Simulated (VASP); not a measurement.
CdTe:

```
CELL_PARAMETERS angstrom
3.20500 3.20500 0.00000
-3.20500 3.20500 0.00000
0.00000 3.20500 3.20500
ATOMIC_POSITIONS crystal
Cd 0.00000 0.00000 0.00000
Te 0.75000 0.25000 0.50000
```

```yaml
Program: VASP 6.6.1
Task: relaxation of cell and atoms
Functional: PBEsol
Potentials_or_basis: VASP PAW PBE potentials, release 64 (Cd, Te)
Cutoff: 600 eV
k_mesh: 10 × 10 × 10
Occupations: fermi-dirac, width 0.1 eV
Spin: no spin polarisation
```

At the start: pressure 1.8 GPa; volume 32.92 Å³/atom.

Q: Where does the relaxation end?

A: Over 3 steps the energy falls by 7.3 meV/atom and the volume is 34.26 Å³/atom (+4.1 %); space group F-43m (No. 216, to 0.05 Å).

The path:
```tsv
step	energy change (eV)	largest force (eV/Å)	pressure (GPa)	volume (Å³)
1	0.0000	0.0000	1.81	65.84
2	-0.0130	0.0000	-0.54	69.46
3	-0.0146	0.0000	-0.01	68.52
```

Final structure:
```cif
data_structure
_symmetry_space_group_name_H-M 'P 1'
_symmetry_Int_Tables_number 1
_cell_length_a 4.5931
_cell_length_b 4.5931
_cell_length_c 4.5931
_cell_angle_alpha 60.000
_cell_angle_beta 60.000
_cell_angle_gamma 90.000
_cell_volume 68.52
loop_
_atom_site_label
_atom_site_type_symbol
_atom_site_fract_x
_atom_site_fract_y
_atom_site_fract_z
_atom_site_occupancy
Cd1 Cd 0.00000 0.00000 0.00000 1
Te1 Te 0.75000 0.25000 0.50000 1
```

Caveat: the PAW data sets were made with another functional, which shifts forces and pressure a little.
